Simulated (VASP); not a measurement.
Wanted: the native input for a VASP 6.6.1 run.

```yaml
Task: single point
Functional: PBE
Potentials_or_basis: VASP PAW PBE potentials, release 64 (Pt, S)
Cutoff: 500 eV
k_mesh: 4 × 4 × 4
Occupations: fermi-dirac, width 0.02 eV
Spin: non-collinear spin, zero start, spin-orbit coupling
Starting_moments: "[[0.0, 0.0, 0.0], [0.0, 0.0, 0.0], [0.0, 0.0, 0.0]] μB"
Dipole_correction: no
Further_INCAR_settings: ALGO = Normal; EDIFF = 1e-06; NBANDS = 35
```

The structure of PtS2 lies in POSCAR:

```
PtS2
1.0
    0.0000000000      2.9757935506      2.9757935506
    2.9757935506      0.0000000000      2.9757935506
    2.9757935506      2.9757935506      0.0000000000
Pt S
1 2
Direct
    0.0000000000      0.0000000000      0.0000000000
    0.2500000000      0.2500000000      0.2500000000
    0.7500000000      0.7500000000      0.7500000000
```

The input as run:

INCAR

```
SYSTEM = PtS2
PREC     = Accurate       ! precision mode
ENCUT    = 500            ! plane-wave cutoff, eV
EDIFF    = 1E-6           ! SCF threshold, eV
ISMEAR   = -1             ! smearing method
SIGMA    = 0.02           ! smearing width, eV
LREAL    = .False.        ! projectors in reciprocal space
LASPH    = .True.         ! aspherical terms in the spheres
NELM     = 200            ! most SCF steps
ALGO     = Normal         ! electronic algorithm
ISIF     = 2              ! what is computed and relaxed
LWAVE    = .False.        ! write WAVECAR
LCHARG   = .False.        ! write CHGCAR
MAGMOM   = 0 0 0 0 0 0 0 0 0 ! initial moments
LORBIT   = 11             ! projections on sites
LSORBIT  = .True.         ! spin-orbit coupling
GGA_COMPAT= .False.      
LORBMOM  = .True.       
LMAXMIX  = 4              ! l up to which the mixer works
GGA      = PE             ! functional
NBANDS   = 35             ! bands
```

KPOINTS

```
regular mesh
0
Gamma
  4 4 4
  0 0 0
```

Potentials or basis: VASP PAW PBE potentials, release 64 (Pt, S).

Launch:

```bash
$ cat potpaw_PBE.64/Pt/POTCAR potpaw_PBE.64/S/POTCAR > POTCAR
$ mpirun -np 1 vasp_ncl > vasp.out
```

It gave:

| Quantity | Value |
| --- | --- |
| Pressure | 1.4 GPa |
| Net moment | 0.00 μB per cell |
| Valence electrons inside the program's atomic spheres | Pt 9.11; S 3.57 |

Caveat: the k points lie up to 0.46 Å⁻¹ apart.

Run time: 22 s on 1 thread of Intel(R) Xeon(R) 6975P-C (Granite Rapids) (shared host), peak memory 0.3 GiB.
